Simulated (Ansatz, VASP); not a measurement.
**Two plane-wave programs on CaMg3S4**

The input INCAR:

```
PREC = Accurate ; ENCUT = 520
EDIFF = 1E-6 ; ISMEAR = 0
SIGMA = 0.01 ; LREAL = F
LASPH = T ; NELM = 100
ALGO = Normal ; ISIF = 2
LWAVE = F ; LCHARG = F
GGA = PE ; NBANDS = 30
```

Contents of KPOINTS:

```
regular mesh
0
Gamma
  6 6 6
```

POSCAR

```
CaMg3S4
1.0
   -2.7526024581      2.7526024581      5.4177027664
    2.7526024581     -2.7526024581      5.4177027664
    2.7526024581      2.7526024581     -5.4177027664
Mg S Ca
3 4 1
Direct
    0.7500000000      0.2500000000      0.5000000000
    0.0000000000      0.0000000000      0.0000000000
    0.2500000000      0.7500000000      0.5000000000
    0.5000000000      0.0000000000      0.5000000000
    0.7614772832      0.7614772832      0.0000000000
    0.0000000000      0.5000000000      0.5000000000
    0.2385227168      0.2385227168      0.0000000000
    0.5000000000      0.5000000000      0.0000000000
```

Input for Ansatz:

```yaml
crystal:
  lattice:
    - [-2.7526024581, 2.7526024581, 5.4177027664]
    - [2.7526024581, -2.7526024581, 5.4177027664]
    - [2.7526024581, 2.7526024581, -5.4177027664]
  atoms:
    - { symbol: Mg, position: [0.75, 0.25, 0.5] }
    - { symbol: S, position: [0.5, 0.0, 0.5] }
    - { symbol: Mg, position: [0.0, 0.0, 0.0] }
    - { symbol: S, position: [0.7614772832, 0.7614772832, 0.0] }
    - { symbol: Mg, position: [0.25, 0.75, 0.5] }
    - { symbol: S, position: [0.0, 0.5, 0.5] }
    - { symbol: Ca, position: [0.5, 0.5, 0.0] }
    - { symbol: S, position: [0.2385227168, 0.2385227168, 0.0] }
kpoints:
  mp_grid: { grid: [6, 6, 6] }
hamiltonian:
  xc: pbe
scf:
  occupations: { method: fixed }
  n_extra_bands: 6
output:
  forces: true
  stress: true
  eigenvalues: true
```

Alike in both runs: task single point; functional PBE; k mesh 6 × 6 × 6; no spin polarisation.

```csv
,VASP,Ansatz
version,VASP 6.6.1,Ansatz 0.2.0
potentials or method,"VASP PAW PBE potentials, release 64 (Mg, S, Ca_sv)","plane waves, PAW"
plane-wave cutoff (eV),520,420
occupations,"gaussian, width 0.01 eV",fixed
valence electrons in the cell,40,64
```

|  | VASP | Ansatz | Ansatz less VASP |
| --- | --- | --- | --- |
| gap on the k mesh at the Fermi level (eV) | 2.27 | 2.30 | +0.023 |
| pressure (GPa) | -3.6 | -3.5 | +0.12 |
| rms of the force components (eV/Å) | 0.014 | 0.009 | -0.0059 |

VASP's potentials hold 40 valence electrons a cell and Ansatz's 64, so a difference there can come from the potentials and not from the codes.
